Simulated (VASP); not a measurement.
SnTe:

```
Te Sn
1.0
     0.00000    3.61115    3.61115
     3.61115    0.00000    3.61115
     3.61115    3.61115    0.00000
Te Sn
1 1
Direct
  0.25000 0.25000 0.25000
  0.00000 0.00000 0.00000
```

| Quantity | Value |
| --- | --- |
| Program | VASP 6.6.1 |
| Task | relaxation of cell and atoms |
| Functional | PBEsol |
| Potentials or basis | VASP PAW PBE potentials, release 64 (Te, Sn_d) |
| Cutoff | 600 eV |
| k mesh | 7 × 7 × 7 |
| Occupations | fermi-dirac, width 0.05 eV |
| Spin | no spin polarisation |

At the start: pressure -1.4 GPa; volume 47.09 Å³/atom.

Question: How do energy, volume and symmetry change on relaxing?

Answer: Over 3 steps the energy falls by 11.7 meV/atom and the volume is 44.47 Å³/atom (-5.6 %); space group F-43m (No. 216, to 0.05 Å).

The path:
| step | energy change (eV) | largest force (eV/Å) | pressure (GPa) | volume (Å³) |
| --- | --- | --- | --- | --- |
| 1 | 0.0000 | 0.0000 | -1.37 | 94.18 |
| 2 | -0.0234 | 0.0000 | 0.04 | 88.81 |
| 3 | -0.0234 | 0.0000 | 0.00 | 88.93 |

Final structure:
```xyz
2
Lattice="0.0000 3.5428 3.5428 3.5428 0.0000 3.5428 3.5428 3.5428 0.0000" Properties=species:S:1:pos:R:3 pbc="T T T"
Te    1.7714    1.7714    1.7714
Sn    0.0000    0.0000    0.0000
```

Caveat: the PAW data sets were made with another functional, which shifts forces and pressure a little.
